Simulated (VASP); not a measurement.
# Al3SiNi (Pm-3m) in VASP: single point with PBE

Aim: the single point of Al3SiNi with PBE.

All numbers are computed with VASP 6.6.1; they aren't measurements. Logs are shortened: lines on timing, memory, paths and dates and some standing lists are left out, and cuts for length are marked.

## 1. The cell of the first run

Symmetry: Pm-3m, No. 221, cubic system. Conventional cell: a = 4.263 Å, b = 4.263 Å, c = 4.263 Å, α = 90.00°, β = 90.00°, γ = 90.00°. Al (site symmetry 4/mmm) has 2 Si at 2.13 Å within 2.8 Å. Si (site symmetry m-3m) has 6 Al at 2.13 Å within 2.8 Å. Ni (site symmetry m-3m) has 12 Al at 3.01 Å and 8 Si at 3.69 Å within 4.0 Å.

The cell was generated, and may not be a known phase.

## 2. Single point, PBE, collinear spin, ferromagnetic start

INCAR

```
PREC = Accurate ; ENCUT = 520
EDIFF = 1E-6 ; ISMEAR = 0
SIGMA = 0.1 ; LREAL = False
LASPH = True ; NELM = 150
ALGO = Normal ; ISIF = 2
LWAVE = False ; LCHARG = False
ISPIN = 2 ; MAGMOM = 0 0 0 0 2
LORBIT = 11 ; LMAXMIX = 4
GGA = PE ; NBANDS = 24
```

KPOINTS

```
regular mesh
0
Gamma
  4 4 4
```

POSCAR

```
Al3SiNi
1.0
    4.2630548200      0.0000000000      0.0000000000
    0.0000000000      4.2630548200      0.0000000000
    0.0000000000      0.0000000000      4.2630548200
Al Si Ni
3 1 1
Direct
    0.5000000000      0.0000000000      0.0000000000
    0.0000000000      0.5000000000      0.0000000000
    0.0000000000      0.0000000000      0.5000000000
    0.0000000000      0.0000000000      0.0000000000
    0.5000000000      0.5000000000      0.5000000000
```

Potentials or basis: VASP PAW PBE potentials, release 64 (Al, Si, Ni).

Started as:

```bash
$ cat potpaw_PBE.64/Al/POTCAR potpaw_PBE.64/Si/POTCAR potpaw_PBE.64/Ni/POTCAR > POTCAR
$ mpirun -np 1 vasp_std > vasp.out
```

OUTCAR:

```text
PREC = Accurate
   ENCUT = 520
   EDIFF = 1E-6
   ISMEAR = 0
   LREAL = False
   LASPH = True
   NELM = 150
   ISIF = 2
   ISPIN = 2
   LORBIT = 11
   GGA = PE

 ion  position               nearest neighbor table
   1  0.500  0.000  0.000-   4 2.13   4 2.13   2 3.01   5 3.01   3 3.01   5 3.01   2 3.01   5 3.01
                             5 3.01   2 3.01   3 3.01   3 3.01   3 3.01   2 3.01
   2  0.000  0.500  0.000-   4 2.13   4 2.13   1 3.01   5 3.01   3 3.01   5 3.01   1 3.01   3 3.01
                             3 3.01   3 3.01   1 3.01   5 3.01   5 3.01   1 3.01
   3  0.000  0.000  0.500-   4 2.13   4 2.13   1 3.01   5 3.01   1 3.01   2 3.01   2 3.01   2 3.01
                             5 3.01   2 3.01   1 3.01   5 3.01   1 3.01   5 3.01
   4  0.000  0.000  0.000-   1 2.13   2 2.13   3 2.13   3 2.13   2 2.13   1 2.13
   5  0.500  0.500  0.500-   1 3.01   2 3.01   3 3.01   1 3.01   2 3.01   1 3.01   3 3.01   1 3.01
                             2 3.01   3 3.01   2 3.01   3 3.01

  LATTYP: Found a simple cubic cell.
 ALAT       =     4.2630548200

  Lattice vectors:

 A1 = (   4.2630548200,   0.0000000000,   0.0000000000)
 A2 = (   0.0000000000,   4.2630548200,   0.0000000000)
 A3 = (   0.0000000000,   0.0000000000,   4.2630548200)

Analysis of symmetry for initial positions (statically):
=====================================================================
 Subroutine PRICEL returns:
 Original cell was already a primitive cell.

 Routine SETGRP: Setting up the symmetry group for a
 simple cubic supercell.

 Subroutine GETGRP returns: Found 48 space group operations
 (whereof 48 operations were pure point group operations)
 out of a pool of 48 trial point group operations.

The static configuration has the point symmetry O_h .

Analysis of symmetry for dynamics (positions and initial velocities):
=====================================================================
 Subroutine PRICEL returns:
 Original cell was already a primitive cell.

 Routine SETGRP: Setting up the symmetry group for a
 simple cubic supercell.

 Subroutine GETGRP returns: Found 48 space group operations
 (whereof 48 operations were pure point group operations)
 out of a pool of 48 trial point group operations.

The dynamic configuration has the point symmetry O_h .

Analysis of structural, dynamic, and magnetic symmetry:
=====================================================================
 Subroutine PRICEL returns:
 Original cell was already a primitive cell.

 Routine SETGRP: Setting up the symmetry group for a
 simple cubic supercell.

 Subroutine GETGRP returns: Found 48 space group operations
 (whereof 48 operations were pure point group operations)
 out of a pool of 48 trial point group operations.

The overall configuration has the point symmetry O_h .

 Subroutine INISYM returns: Found 48 space group operations
 (whereof 48 operations are pure point group operations),
 and found     1 'primitive' translations

----------------------------------------------------------------------------------------

                                     Primitive cell

  volume of cell :      77.4752

  direct lattice vectors                    reciprocal lattice vectors
     4.263054820  0.000000000  0.000000000     0.234573573  0.000000000  0.000000000
     0.000000000  4.263054820  0.000000000     0.000000000  0.234573573  0.000000000
     0.000000000  0.000000000  4.263054820     0.000000000  0.000000000  0.234573573

  length of vectors
     4.263054820  4.263054820  4.263054820     0.234573573  0.234573573  0.234573573

  position of ions in fractional coordinates (direct lattice)
     0.500000000  0.000000000  0.000000000
     0.000000000  0.500000000  0.000000000
     0.000000000  0.000000000  0.500000000
     0.000000000  0.000000000  0.000000000
     0.500000000  0.500000000  0.500000000

  ion indices of the primitive-cell ions
   primitive index   ion index
                 1           1
                 2           2
                 3           3
                 4           4
                 5           5

----------------------------------------------------------------------------------------

 KPOINTS: regular mesh

Automatic generation of k-mesh.
 Grid dimensions read from file:
 generate k-points for:    4    4    4

 Generating k-lattice:

  Cartesian coordinates                     Fractional coordinates (reciprocal lattice)
     0.058643393  0.000000000  0.000000000     0.250000000  0.000000000  0.000000000
     0.000000000  0.058643393  0.000000000     0.000000000  0.250000000  0.000000000
     0.000000000  0.000000000  0.058643393     0.000000000  0.000000000  0.250000000

  Length of vectors
     0.058643393  0.058643393  0.058643393

  Shift w.r.t. Gamma in fractional coordinates (k-lattice)
     0.000000000  0.000000000  0.000000000

 Subroutine IBZKPT returns following result:
 ===========================================

 Found     10 irreducible k-points:

 Following reciprocal coordinates:
            Coordinates               Weight
  0.000000  0.000000  0.000000      1.000000
  0.250000  0.000000  0.000000      6.000000
  0.500000  0.000000  0.000000      3.000000
  0.250000  0.250000  0.000000     12.000000
  0.500000  0.250000  0.000000     12.000000
  0.500000  0.500000  0.000000      3.000000
  0.250000  0.250000  0.250000      8.000000
  0.500000  0.250000  0.250000     12.000000
  0.500000  0.500000  0.250000      6.000000
  0.500000  0.500000  0.500000      1.000000
   k-points           NKPTS =     10   k-points in BZ     NKDIM =     10   number of bands    NBANDS=     24
   number of dos      NEDOS =    301   number of ions     NIONS =      5
   total plane-waves  NPLWV =  32768
   dimension x,y,z NGX =    32 NGY =   32 NGZ =   32
   dimension x,y,z NGXF=    64 NGYF=   64 NGZF=   64
   ions per type =               3   1   1
   NGX,Y,Z   is equivalent  to a cutoff of  12.48, 12.48, 12.48 a.u.
   NGXF,Y,Z  is equivalent  to a cutoff of  24.96, 24.96, 24.96 a.u.
 SYSTEM =  unknown system
   PREC   = accura    normal or accurate (medium, high low for compatibility)
   ISTART =      0    job   : 0-new  1-cont  2-samecut
   ICHARG =      2    charge: 1-file 2-atom 10-const
   ISPIN  =      2    spin polarized calculation?
   LNONCOLLINEAR =      F non collinear calculations
   LSORBIT =      F    spin-orbit coupling
   LASPH  =      T    aspherical Exc in radial PAW
   ENCUT  =  520.0 eV  38.22 Ry    6.18 a.u.   7.93  7.93  7.93*2*pi/ulx,y,z
   NELM   =    150;   NELMIN=  2; NELMDL= -5     # of ELM steps
   EDIFF  = 0.1E-05   stopping-criterion for ELM
   LREAL  =      F    real-space projection
   EDIFFG = 0.1E-04   stopping-criterion for IOM
   NSW    =      0    number of steps for IOM
   IBRION =     -1    ionic relax: 0-MD 1-quasi-New 2-CG
   NFREE  =      0    steps in history (QN), initial steepest desc. (CG)
   ISIF   =      2    stress and relaxation
   ISYM   =      2    0-nonsym 1-usesym 2-fastsym
   POTIM  = 0.5000    time-step for ionic-motion
   TEBEG  =    0.0;   TEEND  =   0.0 temperature during run
   PSTRESS=    0.0 pullay stress
   NELECT =      23.0000    total number of electrons
   NUPDOWN=      -1.0000    fix difference up-down
   EMIN   =  10.00;   EMAX   =-10.00  energy-range for DOS
   EFERMI =   0.00;   METHOD = LEGACY
   ISMEAR =     0;   SIGMA  =   0.10  broadening in eV -4-tet -1-fermi 0-gaus
   EFERMI_NEDOS =   21; number of points for ismear=-14 and -15
   IALGO  =     38    algorithm
   IMIX   =      4    mixing-type and parameters
     AMIX     =   0.40;   BMIX     =  1.00
     AMIX_MAG =   1.60;   BMIX_MAG =  1.00
  volume/ion in A,a.u.               =      15.50       104.57
  Fermi-wavevector in a.u.,A,eV,Ry     =   1.092102  2.063773 16.227488  1.192687
  Thomas-Fermi vector in A             =   2.228361
   LORBIT       =     11    0 simple, 1 ext, 2 COOP (PROOUT), +10 PAW based schemes
   GGA     = PE    functional components
   LHFCALC =     F    Hartree Fock is set to
   AEXX    =    0.0000 exact exchange contribution
   IVDW    =     0    specifies the selected vdW correction
   LEPSILON=     F    determine dielectric tensor
   LRPA    =     F    only Hartree local field effects (RPA)
 spin polarized calculation
 Gauss-broadening in eV      SIGMA  =   0.10
  energy-cutoff  :      520.00
  volume of cell :       77.48
 maximum number of plane-waves:      2176
 NGX is ok and might be reduce to    32
   NGX = 15   NGY = 15   NGZ = 15

 number of electron      22.9999972 magnetization      -0.0166357

 number of electron      22.9999972 magnetization       0.0024389

 Free energy of the ion-electron system (eV)
  ---------------------------------------------------
  ext. energy  EPLUGINS =         0.00000000
  ---------------------------------------------------
  free energy    TOTEN  =       -16.26150993 eV

  energy without entropy =      -16.25180355  energy(sigma->0) =      -16.25665674

 E-fermi :   7.9386     XC(G=0): -10.5205

 val. band max:        7.9088960525   @ k =   0.0000   0.0000   0.0000
 cond. band min:       8.4233939222   @ k =   0.2500   0.0000   0.0000
 fundamental gap:      0.5144978697
 Fermi energy:         7.9385608533

 spin component 1

 k-point     1 :       0.0000    0.0000    0.0000
  band No.  band energies     occupation
      1      -4.8282      1.00000
      2       2.7768      1.00000
      3       2.7768      1.00000
      4       2.7768      1.00000
      5       4.4617      1.00000
      6       5.0223      1.00000
[... 15 lines left out ...]
     22      15.4950      0.00000
     23      15.4950      0.00000

 k-point     2 :       0.2500    0.0000    0.0000
  band No.  band energies     occupation
      1      -4.5025      1.00000
      2       0.7089      1.00000
      3       2.9683      1.00000
      4       2.9683      1.00000
      5       5.1444      1.00000
      6       5.4165      1.00000
[... 15 lines left out ...]
     22      15.8698      0.00000
     23      17.8145      0.00000
[... 180 lines left out ...]
     22      17.7619      0.00000
     23      18.7287      0.00000

 k-point    10 :       0.5000    0.5000    0.5000
  band No.  band energies     occupation
      1      -2.6502      1.00000
      2       0.9417      1.00000
      3       0.9417      1.00000
      4       0.9417      1.00000
      5       4.4397      1.00000
      6       4.4397      1.00000
[... 15 lines left out ...]
     22      17.9509      0.00000
     23      17.9509      0.00000
 Fermi energy:         7.9385608533

 spin component 2

 k-point     1 :       0.0000    0.0000    0.0000
  band No.  band energies     occupation
      1      -4.8283      1.00000
      2       2.7766      1.00000
      3       2.7766      1.00000
      4       2.7766      1.00000
      5       4.4615      1.00000
      6       5.0228      1.00000
[... 15 lines left out ...]
     22      15.4950      0.00000
     23      15.4950      0.00000

 k-point     2 :       0.2500    0.0000    0.0000
  band No.  band energies     occupation
      1      -4.5026      1.00000
      2       0.7088      1.00000
      3       2.9682      1.00000
      4       2.9682      1.00000
      5       5.1444      1.00000
      6       5.4172      1.00000
[... 15 lines left out ...]
     22      15.8698      0.00000
     23      17.8145      0.00000
[... 180 lines left out ...]
     22      17.7617      0.00000
     23      18.7285      0.00000

 k-point    10 :       0.5000    0.5000    0.5000
  band No.  band energies     occupation
      1      -2.6503      1.00000
      2       0.9416      1.00000
      3       0.9416      1.00000
      4       0.9416      1.00000
      5       4.4394      1.00000
      6       4.4394      1.00000
[... 15 lines left out ...]
     22      17.9509      0.00000
     23      17.9509      0.00000
 [bands above 23 left out]

------------------------ aborting loop because EDIFF is reached ----------------------------------------

  FORCE on cell =-STRESS in cart. coord.  units (eV):
  Direction    XX          YY          ZZ          XY          YZ          ZX
  --------------------------------------------------------------------------------------
  -------------------------------------------------------------------------------------
  Total       12.2303779     12.2303779     12.2303779      0.0000000     -0.0000000      0.0000000
  in kB      252.9226399    252.9226399    252.9226399      0.0000000     -0.0000000      0.0000000
  external PRESSURE =     252.9226399 kB  Pullay stress =       0.0000000 kB

 VOLUME and BASIS-vectors are now :
 -----------------------------------------------------------------------------
  energy-cutoff  :      520.00
  volume of cell :       77.48
      direct lattice vectors                 reciprocal lattice vectors
     4.263054820  0.000000000  0.000000000     0.234573573  0.000000000  0.000000000
     0.000000000  4.263054820  0.000000000     0.000000000  0.234573573  0.000000000
     0.000000000  0.000000000  4.263054820     0.000000000  0.000000000  0.234573573

 POSITION                                       TOTAL-FORCE (eV/Angst)
 -----------------------------------------------------------------------------------
      2.13153      0.00000      0.00000         0.000000      0.000000      0.000000
      0.00000      2.13153      0.00000         0.000000      0.000000      0.000000
      0.00000      0.00000      2.13153         0.000000      0.000000      0.000000
      0.00000      0.00000      0.00000         0.000000      0.000000      0.000000
      2.13153      2.13153      2.13153         0.000000      0.000000      0.000000
 -----------------------------------------------------------------------------------
    total drift:                                0.000000      0.000000     -0.000000

  FREE ENERGIE OF THE ION-ELECTRON SYSTEM (eV)
  ---------------------------------------------------
  free  energy   TOTEN  =       -16.2615099300 eV

  energy  without entropy=      -16.2518035549  energy(sigma->0) =      -16.25665674

 total charge

# of ion       s       p       d       tot
------------------------------------------
    1        0.457   0.385   0.000   0.842
    2        0.457   0.385   0.000   0.842
    3        0.457   0.385   0.000   0.842
    4        0.864   1.267   0.000   2.132
    5        0.393   0.203   8.401   8.996
--------------------------------------------------
tot          2.628   2.625   8.401  13.653

 magnetization (x)

# of ion       s       p       d       tot
------------------------------------------
    1        0.000  -0.000   0.000   0.000
    2        0.000  -0.000   0.000   0.000
    3        0.000  -0.000   0.000   0.000
    4       -0.000  -0.000   0.000  -0.000
    5       -0.000   0.000   0.002   0.002
--------------------------------------------------
tot          0.000  -0.000   0.002   0.002
```

It took 68 s on 1 thread of Intel Xeon 8259CL, shared host; peak memory 0.21 GiB.

What came out:

```
Free energy                                           : -16.2615 eV
Pressure                                              : 25.3 GPa
Net moment                                            : 0.00 μB per cell
Valence electrons inside the program's atomic spheres : Al 0.84; Si 2.13; Ni 9.00
```

Levels at points of the mesh, in eV from the Fermi level:
Spin up:
```csv
k point,band 8,band 9,band 10,band 11,band 12,band 13,band 14,band 15,band 16,band 17
"(0.00, 0.00, 0.00)",-1.04,-1.04,-1.04,-0.03,-0.03,3.47,3.47,3.47,3.83,3.83
"(0.50, 0.00, 0.00)",-0.96,-0.84,-0.80,-0.80,-0.38,-0.38,-0.25,2.49,3.99,4.82
"(0.50, 0.50, 0.00)",-1.58,-0.84,-0.78,0.49,1.22,1.22,1.60,1.60,3.61,4.43
"(0.50, 0.50, 0.50)",-1.23,-0.77,-0.77,-0.69,-0.69,-0.69,4.83,4.83,6.53,6.53
```
Spin down:
| k point | band 10 | band 11 | band 12 | band 13 | band 14 | band 15 |
| --- | --- | --- | --- | --- | --- | --- |
| (0.00, 0.00, 0.00) | -1.04 | -0.03 | -0.03 | 3.47 | 3.47 | 3.47 |
| (0.50, 0.00, 0.00) | -0.80 | -0.80 | -0.38 | -0.38 | -0.25 | 2.49 |
| (0.50, 0.50, 0.00) | -0.78 | 0.49 | 1.22 | 1.22 | 1.60 | 1.60 |
| (0.50, 0.50, 0.50) | -0.76 | -0.69 | -0.69 | -0.69 | 4.83 | 4.83 |

Caveat: the k points lie up to 0.37 Å⁻¹ apart; the moments typed at the start vanished in this run.
